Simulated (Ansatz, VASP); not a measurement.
Ti: VASP beside Ansatz

The input INCAR:

```
SYSTEM = Ti
PREC     = Accurate       ! precision mode
ENCUT    = 520            ! plane-wave cutoff, eV
EDIFF    = 1E-7           ! SCF threshold, eV
ISMEAR   = 1              ! smearing method
SIGMA    = 0.01           ! smearing width, eV
LREAL    = .FALSE.        ! projectors in reciprocal space
LASPH    = .TRUE.         ! aspherical terms in the spheres
NELM     = 100            ! most SCF steps
ALGO     = Normal         ! electronic algorithm
ISIF     = 2              ! what is computed and relaxed
LWAVE    = .FALSE.        ! write WAVECAR
LCHARG   = .FALSE.        ! write CHGCAR
GGA      = PE             ! functional
NBANDS   = 19             ! bands
```

File KPOINTS:

```
Automatic mesh
0
G
  13 13 7
  0 0 0
```

The input POSCAR:

```
Ti
1.0
    2.9499978604      0.0000000000      0.0000000000
   -1.4749989302      2.5547730882      0.0000000000
    0.0000000000      0.0000000000      4.6860000000
Ti
2
Direct
    0.3425947922      0.6734465252      0.2536963295
    0.6666666667      0.3333333333      0.7500000000
```

Input for Ansatz:

```yaml
crystal:
  lattice:
    - [2.9499978604, 0.0, 0.0]
    - [-1.4749989302, 2.5547730882, 0.0]
    - [0.0, 0.0, 4.686]
  atoms:
    - { symbol: Ti, position: [0.3425947922, 0.6734465252, 0.2536963295] }
    - { symbol: Ti, position: [0.6666666667, 0.3333333333, 0.75] }
kpoints:
  mp_grid: { grid: [13, 13, 7] }
scf:
  occupations: { method: cold, width: 0.01 }
hamiltonian:
  xc: pbe
  pseudopotentials: { kind: all_electron, lapw: { basis_error: 0.0005 } }
output:
  forces: true
  stress: true
  eigenvalues: true
basis:
  xc_grid: 1
```

Alike in both runs: task single point; functional PBE; k mesh 13 × 13 × 7; no spin polarisation.

|  | VASP | Ansatz |
| --- | --- | --- |
| version | VASP 6.6.1 | Ansatz 0.2.0 |
| potentials or method | VASP PAW PBE potentials, release 64 (Ti_sv), cutoff 520 eV | all-electron LAPW, scalar-relativistic |
| occupations | methfessel-paxton of order 1, width 0.01 eV | cold, width 0.01 eV |

Ansatz gave:

```
gap on the k mesh at the Fermi level (eV)                     : none
pressure (GPa)                                                : -1.6
traceless stress, the component that is largest in VASP (GPa) : 0.31
rms of the force components (eV/Å)                            : 0.032
```

Task: Which values does VASP return?

Result: gap on the k mesh at the Fermi level (eV): none; pressure (GPa): -1.9; traceless stress, the component that is largest in VASP (GPa): 0.30; rms of the force components (eV/Å): 0.032.

Atom by atom the forces differ by 0.000 eV/Å (rms over components). A gap of «none» marks a metal or a gap that the smearing closes. Ansatz ran all-electron here, and VASP with PAW potentials.
